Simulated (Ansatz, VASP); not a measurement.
# One calculation of SiC, two programs

```
Si C
1.0
     3.12002    0.00000    0.00000
    -1.56001    2.70202    0.00000
     0.00000    0.00000    4.98329
Si C
2 2
Direct
  0.33333 0.66667 0.00456
  0.66667 0.33333 0.50456
  0.33333 0.66667 0.41026
  0.66667 0.33333 0.91026
```

Alike in both runs: task single point; functional PBE; k mesh 12 × 12 × 6; occupations gaussian, width 0.05 eV; no spin polarisation.

|  | VASP | Ansatz |
| --- | --- | --- |
| version | VASP 6.6.1 | Ansatz 0.2.0 |
| potentials or method | VASP PAW PBE potentials, release 64 (Si, C), cutoff 520 eV | scalar-relativistic, plane waves, PAW |
| valence electrons in the cell | 16 | 16 |

Ansatz gave:

| Quantity | Value |
| --- | --- |
| gap on the k mesh at the Fermi level (eV) | 1.62 |
| least direct gap on the mesh (eV) | 3.33 |
| pressure (GPa) | 0.5 |
| traceless stress, the component that is largest in VASP (GPa) | 0.41 |
| rms of the force components (eV/Å) | 1.001 |

**Question.** Which values does VASP return?

**Answer.** gap on the k mesh at the Fermi level (eV): 1.61; least direct gap on the mesh (eV): 3.33; pressure (GPa): 0.4; traceless stress, the component that is largest in VASP (GPa): 0.47; rms of the force components (eV/Å): 1.002.

Atom by atom the forces differ by 0.002 eV/Å (rms over components).
